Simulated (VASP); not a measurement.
A run of VASP 6.6.1:

Contents of INCAR:

```
SYSTEM = F
PREC = Accurate
ENCUT = 520
EDIFF = 1E-7
ISMEAR = -1
SIGMA = 0.01
LREAL = .FALSE.
LASPH = .TRUE.
NELM = 120
ALGO = Normal
ISIF = 2
LWAVE = .FALSE.
LCHARG = .FALSE.
IBRION = 2
NSW = 80
EDIFFG = -0.01
GGA_COMPAT = .FALSE.
NELMIN = 4
NELMDL = -8
```

Contents of KPOINTS:

```
regular mesh
0
G
  1 1 1
  0 0 0
```

POSCAR

```
F
1.0
   12.0000000000      0.0000000000      0.0000000000
    0.0000000000     12.3000000000      0.0000000000
    0.0000000000      0.0000000000     12.6000000000
F
2
Direct
    0.5000000000      0.5000000000      0.4436507937
    0.5000000000      0.5000000000      0.5563492063
```

Potentials or basis: VASP PAW LDA potentials, release 64 (F).

Command:

```bash
$ cat potpaw_LDA.64/F/POTCAR > POTCAR
$ mpirun -np 1 vasp_gam > vasp.out
```

Hardware: 1 thread of Intel(R) Xeon(R) Platinum 8375C CPU @ 2.90GHz (Ice Lake) (shared host).

Q: Estimate the wall time of this run.

A: Run time: 110 s on 1 thread of Intel(R) Xeon(R) Platinum 8375C CPU @ 2.90GHz (Ice Lake), on a shared host, peak memory 0.81 GiB. Counts: scf iterations 55, k points 1, ion steps 3.
